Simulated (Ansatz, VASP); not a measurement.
## Two plane-wave programs on Mo

```xyz
4
Lattice="2.7342 0.0000 0.0000 -1.3671 2.3679 0.0000 0.0000 0.0000 9.4416" Properties=species:S:1:pos:R:3 pbc="T T T"
Mo    2.7342    0.0000    0.0000
Mo    2.7342    0.0000    4.7208
Mo    0.0000    1.5786    2.3604
Mo    1.3671    0.7893    7.0812
```

Alike in both runs: functional LDA; k mesh 13 × 13 × 4; occupations fermi-dirac, width 0.1 eV; no spin polarisation.

Ansatz relaxed the structure, and its values are those at the end. VASP's run is a single point on that final structure, the one shown.

```csv
,VASP,Ansatz
version,VASP 6.6.1,Ansatz 0.2.0
potentials or method,"VASP PAW LDA potentials, release 64 (Mo_sv), cutoff 520 eV","plane waves (420 eV) with PAW, scalar-relativistic"
valence electrons in the cell,56,56
```

Ansatz gave:

```
pressure (GPa) : 0.0
```

Problem. Estimate VASP's values.

Solution. Pressure (GPa): 1.1.

Ansatz warns that its potentials were made for another functional, while VASP's fit it. LDA's correlation is that of Perdew and Zunger in VASP and of Perdew and Wang (1992) in Ansatz.
